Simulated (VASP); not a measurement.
Set up this calculation in VASP 6.6.1, as the native input.

```
Task                   : single point
Functional             : PBEsol
Potentials or basis    : VASP PAW PBE potentials, release 64 (Ta_pv, N)
Cutoff                 : 520 eV
k mesh                 : 6 × 6 × 4
Occupations            : gaussian, width 0.1 eV
Spin                   : no spin polarisation
Dipole correction      : no
Further INCAR settings : ALGO = Normal; EDIFF = 1e-06; NBANDS = 50
```

The structure of Ta2N lies in POSCAR:

```
Ta2N
1.0
    5.2965720514      0.0000000000      0.0000000000
   -2.6482860257      4.5869659495      0.0000000000
    0.0000000000      0.0000000000      4.9391825701
Ta N
6 3
Direct
    0.6663616700      0.6663616700      0.7536182600
    0.0000000000      0.3336383300      0.7536182600
    0.3336383300      0.0000000000      0.7536182600
    0.3336383300      0.3336383300      0.2463817400
    0.0000000000      0.6663616700      0.2463817400
    0.6663616700      0.0000000000      0.2463817400
    0.6666666700      0.3333333300      0.5000000000
    0.3333333300      0.6666666700      0.5000000000
    0.0000000000      0.0000000000      0.0000000000
```

One way to write it, as run:

INCAR

```
SYSTEM = Ta2N
ALGO = Normal ; EDIFF = 1E-6
ENCUT = 520 ; GGA = PS
ISIF = 2 ; ISMEAR = 0
LASPH = .TRUE. ; LCHARG = .FALSE.
LREAL = .FALSE. ; LWAVE = .FALSE.
NBANDS = 50 ; NELM = 100
PREC = Accurate ; SIGMA = 0.1
```

KPOINTS

```
k-points
0
G
  6 6 4
  0 0 0
```

Potentials or basis: VASP PAW PBE potentials, release 64 (Ta_pv, N).

Command:

```console
$ cat potpaw_PBE.64/Ta_pv/POTCAR potpaw_PBE.64/N/POTCAR > POTCAR
$ mpirun -np 1 vasp_std > vasp.out
```

It gave:

The pressure is -4.8 GPa and the largest force is 0.096 eV/Å.

Caveat: the PAW data sets were made with another functional, which shifts forces and pressure a little.

Run time: 3.3 min on 1 thread of AMD EPYC 7R43 64-Core Processor (Zen 3), on a shared host, peak memory 0.25 GiB.
